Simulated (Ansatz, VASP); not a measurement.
# Br: VASP beside Ansatz

Contents of INCAR:

```
SYSTEM = Br
PREC = Accurate ; ENCUT = 520
EDIFF = 1E-8 ; ISMEAR = -1
SIGMA = 0.05 ; LREAL = .False.
LASPH = .True. ; NELM = 80
ALGO = Normal ; ISIF = 2
LWAVE = .False. ; LCHARG = .False.
GGA = PE ; LEFG = .True.
NBANDS = 14
```

KPOINTS

```
regular mesh
0
Gamma
  14 14 14
  0 0 0
```

Contents of POSCAR:

```
Br
1.0
    0.0000000000      3.4414027456      3.4414027456
    3.4414027456      0.0000000000      3.4414027456
    3.4414027456      3.4414027456      0.0000000000
Br
2
Direct
    0.0000000000      0.0000000000      0.0000000000
    0.2500000000      0.2500000000      0.2500000000
```

Input for Ansatz:

```yaml
crystal:
  lattice:
    - [0.0, 3.4414027456, 3.4414027456]
    - [3.4414027456, 0.0, 3.4414027456]
    - [3.4414027456, 3.4414027456, 0.0]
  atoms:
    - { symbol: Br, position: [0.0, 0.0, 0.0] }
    - { symbol: Br, position: [0.25, 0.25, 0.25] }
kpoints:
  mp_grid: { grid: [14, 14, 14] }
scf:
  occupations: { method: fermi_dirac, width: 0.05 }
hamiltonian:
  xc: pbe
  pseudopotentials: { kind: all_electron, datasets: crystal }
output:
  forces: true
  stress: true
  eigenvalues: true
  efg: { contact_densities: true }
```

Change from the starting cell: volume scaled by 0.95, crystal datasets.

Alike in both runs: task electric field gradients; functional PBE; k mesh 14 × 14 × 14; occupations fermi-dirac, width 0.05 eV; no spin polarisation.

|  | VASP | Ansatz |
| --- | --- | --- |
| version | VASP 6.6.1 | Ansatz 0.2.0 |
| potentials or method | VASP PAW PBE potentials, release 64 (Br), cutoff 520 eV | all-electron PAW with datasets made for the crystal, scalar-relativistic |

```tsv
	VASP	Ansatz	Ansatz less VASP
pressure (GPa)	0.9	0.9	0.00
```

Ansatz ran all-electron here, and VASP with PAW potentials.
